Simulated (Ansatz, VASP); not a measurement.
Two plane-wave programs on BAs

```
B As
1.0
     2.96722    0.00000    0.00000
     0.00000    3.34931    0.00000
     0.00000    0.00000    7.73863
B As
3 3
Direct
  0.50000 0.50000 0.17805
  0.50000 0.50000 0.82195
  0.00000 0.00000 0.50000
  0.50000 0.00000 0.32195
  0.00000 0.50000 0.00000
  0.50000 0.00000 0.67805
```

Alike in both runs: task single point; functional PBE; k mesh 6 × 6 × 2; occupations gaussian, width 0.1 eV; no spin polarisation.

|  | VASP | Ansatz |
| --- | --- | --- |
| version | VASP 6.6.1 | Ansatz 0.2.0 |
| potentials or method | VASP PAW PBE potentials, release 64 (B, As), cutoff 520 eV | scalar-relativistic, plane waves, PAW |
| valence electrons in the cell | 24 | 54 |

```tsv
	VASP	Ansatz	Ansatz less VASP
gap on the k mesh at the Fermi level (eV)	none	none	-
pressure (GPa)	23.4	22.4	-0.95
traceless stress, the component that is largest in VASP (GPa)	-17.72	-17.45	+0.269
rms of the force components (eV/Å)	0.008	0.014	+0.0063
```

Atom by atom the forces differ by 0.007 eV/Å (rms over components). A gap of «none» marks a metal or a gap that the smearing closes. The functional is the same, so the differences come from potentials, cutoffs and numerics. VASP's potentials hold 24 valence electrons a cell and Ansatz's 54, so a difference there can come from the potentials and not from the codes.

The k mesh is coarse, so the values compare programs but aren't converged.
